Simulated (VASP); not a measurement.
# CaVC4N4 (P-43m) in VASP: notebook

The runs below take CaVC4N4 through single point, with PBE.

Program: VASP 6.6.1. These are calculated values, not measurements. Logs are shortened: lines on timing, memory, paths and dates and some standing lists are left out, and cuts for length are marked.

## (1) The cell of the first run

It takes space group P-43m (No. 215, cubic). The conventional cell has a = 6.101 Å, b = 6.101 Å, c = 6.101 Å, α = 90.00°, β = 90.00°, γ = 90.00°. Ca (site symmetry -43m) has 4 C at 2.11 Å within 2.8 Å. V (site symmetry -43m) has 4 N at 2.01 Å within 2.7 Å. C (site symmetry 3m) has 1 N at 1.17 Å within 1.6 Å. Within 1.6 Å of N (site symmetry 3m) lie 1 C at 1.17 Å.

## (2) Single point, PBE, collinear spin, ferromagnetic start

File INCAR:

```
ALGO = Normal ; EDIFF = 1E-6
ENCUT = 520 ; GGA = PE
ISIF = 2 ; ISMEAR = 0
ISPIN = 2 ; LASPH = T
LCHARG = F ; LMAXMIX = 4
LORBIT = 11 ; LREAL = F
LWAVE = F ; MAGMOM = 0 2 0 0 0 0 0 0 0 0
NBANDS = 44 ; NELM = 150
PREC = Accurate ; SIGMA = 0.1
```

File KPOINTS:

```
k-points
0
Gamma
  4 4 4
```

File POSCAR:

```
CaVC4N4
1.0
    6.1008602900      0.0000000000      0.0000000000
    0.0000000000      6.1008602900      0.0000000000
    0.0000000000      0.0000000000      6.1008602900
Ca V C N
1 1 4 4
Direct
    0.0000000000      0.0000000000      0.0000000000
    0.5000000000      0.5000000000      0.5000000000
    0.1992997100      0.1992997100      0.1992997100
    0.1992997100      0.8007002900      0.8007002900
    0.8007002900      0.1992997100      0.8007002900
    0.8007002900      0.8007002900      0.1992997100
    0.3100217700      0.3100217700      0.3100217700
    0.3100217700      0.6899782300      0.6899782300
    0.6899782300      0.3100217700      0.6899782300
    0.6899782300      0.6899782300      0.3100217700
```

Potentials or basis: VASP PAW PBE potentials, release 64 (Ca_sv, V_sv, C, N).

Command:

```sh
> cat potpaw_PBE.64/Ca_sv/POTCAR potpaw_PBE.64/V_sv/POTCAR potpaw_PBE.64/C/POTCAR potpaw_PBE.64/N/POTCAR > POTCAR
> mpirun -np 1 vasp_std > vasp.out
```

OUTCAR:

```text
EDIFF = 1E-6
   ENCUT = 520
   GGA = PE
   ISIF = 2
   ISMEAR = 0
   ISPIN = 2
   LASPH = T
   LORBIT = 11
   LREAL = F
   NELM = 150
   PREC = Accurate

 ion  position               nearest neighbor table
   1  0.000  0.000  0.000-   3 2.11   4 2.11   5 2.11   6 2.11
   2  0.500  0.500  0.500-   7 2.01   8 2.01   9 2.01  10 2.01
   3  0.199  0.199  0.199-   7 1.17   1 2.11
   4  0.199  0.801  0.801-   8 1.17   1 2.11
   5  0.801  0.199  0.801-   9 1.17   1 2.11
   6  0.801  0.801  0.199-  10 1.17   1 2.11
   7  0.310  0.310  0.310-   3 1.17   2 2.01
   8  0.310  0.690  0.690-   4 1.17   2 2.01
   9  0.690  0.310  0.690-   5 1.17   2 2.01
  10  0.690  0.690  0.310-   6 1.17   2 2.01

  LATTYP: Found a simple cubic cell.
 ALAT       =     6.1008602900

  Lattice vectors:

 A1 = (   6.1008602900,   0.0000000000,   0.0000000000)
 A2 = (   0.0000000000,   6.1008602900,   0.0000000000)
 A3 = (   0.0000000000,   0.0000000000,   6.1008602900)

Analysis of symmetry for initial positions (statically):
=====================================================================
 Subroutine PRICEL returns:
 Original cell was already a primitive cell.

 Routine SETGRP: Setting up the symmetry group for a
 simple cubic supercell.

 Subroutine GETGRP returns: Found 24 space group operations
 (whereof 24 operations were pure point group operations)
 out of a pool of 48 trial point group operations.

The static configuration has the point symmetry T_d .

Analysis of symmetry for dynamics (positions and initial velocities):
=====================================================================
 Subroutine PRICEL returns:
 Original cell was already a primitive cell.

 Routine SETGRP: Setting up the symmetry group for a
 simple cubic supercell.

 Subroutine GETGRP returns: Found 24 space group operations
 (whereof 24 operations were pure point group operations)
 out of a pool of 48 trial point group operations.

The dynamic configuration has the point symmetry T_d .

Analysis of structural, dynamic, and magnetic symmetry:
=====================================================================
 Subroutine PRICEL returns:
 Original cell was already a primitive cell.

 Routine SETGRP: Setting up the symmetry group for a
 simple cubic supercell.

 Subroutine GETGRP returns: Found 24 space group operations
 (whereof 24 operations were pure point group operations)
 out of a pool of 48 trial point group operations.

The overall configuration has the point symmetry T_d .
[... 148 lines left out ...]

 E-fermi :   0.4637     XC(G=0):  -6.7865

 val. band max:        0.4585212260   @ k =   0.2500   0.2500   0.0000
 cond. band min:       0.4655164868   @ k =   0.5000   0.2500   0.2500
 fundamental gap:      0.0069952608
 Fermi energy:         0.4637205768

 spin component 1

 k-point     1 :       0.0000    0.0000    0.0000
  band No.  band energies     occupation
      1     -65.1631      1.00000
      2     -39.0287      1.00000
      3     -39.0286      1.00000
      4     -39.0285      1.00000
      5     -38.5892      1.00000
      6     -19.9993      1.00000
[... 429 lines left out ...]
     40       4.2059      0.00000
     41       4.2059      0.00000
 Fermi energy:         0.4637205768

 spin component 2

 k-point     1 :       0.0000    0.0000    0.0000
  band No.  band energies     occupation
      1     -64.2543      1.00000
      2     -38.5956      1.00000
      3     -38.1342      1.00000
      4     -38.1342      1.00000
      5     -38.1341      1.00000
      6     -20.0055      1.00000
[... 429 lines left out ...]
     40       4.2246      0.00000
     41       4.2246      0.00000
 [bands above 41 left out]

------------------------ aborting loop because EDIFF is reached ----------------------------------------

  FORCE on cell =-STRESS in cart. coord.  units (eV):
  Direction    XX          YY          ZZ          XY          YZ          ZX
  --------------------------------------------------------------------------------------
  -------------------------------------------------------------------------------------
  Total       11.6761595     11.6761595     11.6761595     -0.0000000     -0.0000000      0.0000000
  in kB       82.3829544     82.3829544     82.3829544     -0.0000000     -0.0000000      0.0000000
  external PRESSURE =      82.3829544 kB  Pullay stress =       0.0000000 kB

 VOLUME and BASIS-vectors are now :
 -----------------------------------------------------------------------------
  energy-cutoff  :      520.00
  volume of cell :      227.08
      direct lattice vectors                 reciprocal lattice vectors
     6.100860290  0.000000000  0.000000000     0.163911310  0.000000000  0.000000000
     0.000000000  6.100860290  0.000000000     0.000000000  0.163911310  0.000000000
     0.000000000  0.000000000  6.100860290     0.000000000  0.000000000  0.163911310

 POSITION                                       TOTAL-FORCE (eV/Angst)
 -----------------------------------------------------------------------------------
      0.00000      0.00000      0.00000         0.000000      0.000000      0.000000
      3.05043      3.05043      3.05043         0.000000      0.000000      0.000000
      1.21590      1.21590      1.21590         1.610026      1.610026      1.610026
      1.21590      4.88496      4.88496         1.610026     -1.610026     -1.610026
      4.88496      1.21590      4.88496        -1.610026      1.610026     -1.610026
      4.88496      4.88496      1.21590        -1.610026     -1.610026      1.610026
      1.89140      1.89140      1.89140         1.318859      1.318859      1.318859
      1.89140      4.20946      4.20946         1.318859     -1.318859     -1.318859
      4.20946      1.89140      4.20946        -1.318859      1.318859     -1.318859
      4.20946      4.20946      1.89140        -1.318859     -1.318859      1.318859
 -----------------------------------------------------------------------------------
    total drift:                                0.000000      0.000000      0.000000

  FREE ENERGIE OF THE ION-ELECTRON SYSTEM (eV)
  ---------------------------------------------------
  free  energy   TOTEN  =       -76.9713810708 eV

  energy  without entropy=      -76.9232095035  energy(sigma->0) =      -76.94729529

 total charge

# of ion       s       p       d       tot
------------------------------------------
    1        2.102   5.937   0.518   8.556
    2        2.221   6.170   3.023  11.413
    3        1.003   1.623   0.000   2.625
    4        1.003   1.623   0.000   2.625
    5        1.003   1.623   0.000   2.625
    6        1.003   1.623   0.000   2.625
    7        1.307   2.605   0.000   3.913
    8        1.307   2.605   0.000   3.913
    9        1.307   2.605   0.000   3.913
   10        1.307   2.605   0.000   3.913
--------------------------------------------------
tot         13.563  29.018   3.541  46.122

 magnetization (x)

# of ion       s       p       d       tot
------------------------------------------
    1       -0.000  -0.000  -0.007  -0.007
    2        0.007   0.005   0.947   0.959
    3        0.001   0.017   0.000   0.018
    4        0.001   0.017   0.000   0.018
    5        0.001   0.017   0.000   0.018
    6        0.001   0.017   0.000   0.018
    7       -0.003  -0.019   0.000  -0.021
    8       -0.003  -0.019   0.000  -0.021
    9       -0.003  -0.019   0.000  -0.021
   10       -0.003  -0.019   0.000  -0.021
--------------------------------------------------
tot         -0.000  -0.003   0.940   0.938
```

OSZICAR:

```text
N       E                     dE             d eps       ncg     rms          rms(c)
DAV:   1     0.495478482379E+03    0.49548E+03   -0.28852E+04  1936   0.118E+03
DAV:   2    -0.475827925283E+02   -0.54306E+03   -0.52682E+03  2276   0.319E+02
[... 13 lines left out ...]
DAV:  63    -0.769715249988E+02   -0.18009E-04   -0.56319E-07  1028   0.426E-03    0.913E-02
DAV:  64    -0.769714388757E+02    0.86123E-04   -0.87331E-06  1776   0.193E-02    0.926E-02
DAV:  65    -0.769713899890E+02    0.48887E-04   -0.54030E-06  1876   0.112E-02    0.958E-02
DAV:  66    -0.769713483596E+02    0.41629E-04   -0.31554E-06  1712   0.878E-03    0.999E-02
DAV:  67    -0.769713804512E+02   -0.32092E-04   -0.17891E-06  1496   0.887E-03    0.977E-02
DAV:  68    -0.769713810708E+02   -0.61962E-06   -0.65181E-08   952   0.138E-03
   1 F= -.76971381E+02 E0= -.76947295E+02  d E =-.481716E-01  mag=     1.0347
```

stdout:

```text
POSCAR found type information on POSCAR CaV C N
 POSCAR found :  4 types and      10 ions
 scaLAPACK will be used
 LDA part: xc-table for (Slater+PW92), standard interpolation
 POSCAR, INCAR and KPOINTS ok, starting setup
 FFT: planning ... GRIDC
 FFT: planning ... GRID_SOFT
 FFT: planning ... GRID
 WAVECAR not read
 entering main loop
```

Wall time 10 min (1 thread of Intel Xeon Platinum 8488C (Sapphire Rapids), shared host); peak memory 0.52 GiB.

Results:

- Free energy: -76.9714 eV
- Pressure: 8.2 GPa
- Largest force: 2.789 eV/Å
- Band gap on the k mesh: zero (filled and empty bands overlap)
- Net moment: 1.03 μB per cell
- Site moments: Ca -0.01; V +0.96; C +0.02; N -0.02 μB
- Valence electrons inside the program's atomic spheres: Ca 8.56; V 11.41; C 2.62; N 3.91

Forces on the atoms (eV/Å):
```
Ca   0.000  0.000  0.000
V    0.000  0.000  0.000
C    1.610  1.610  1.610
C    1.610 -1.610 -1.610
C   -1.610  1.610 -1.610
C   -1.610 -1.610  1.610
N    1.319  1.319  1.319
N    1.319 -1.319 -1.319
N   -1.319  1.319 -1.319
N   -1.319 -1.319  1.319
```

Caveat: the cell stands under pressure; forces of over 1 eV/Å act on the atoms, so gaps and moduli don't describe the material at rest. With open d or f shells a metallic result of PBE can be an artefact of self-interaction; +U or a hybrid may open a gap.

(Continued in part 2 of 2.)
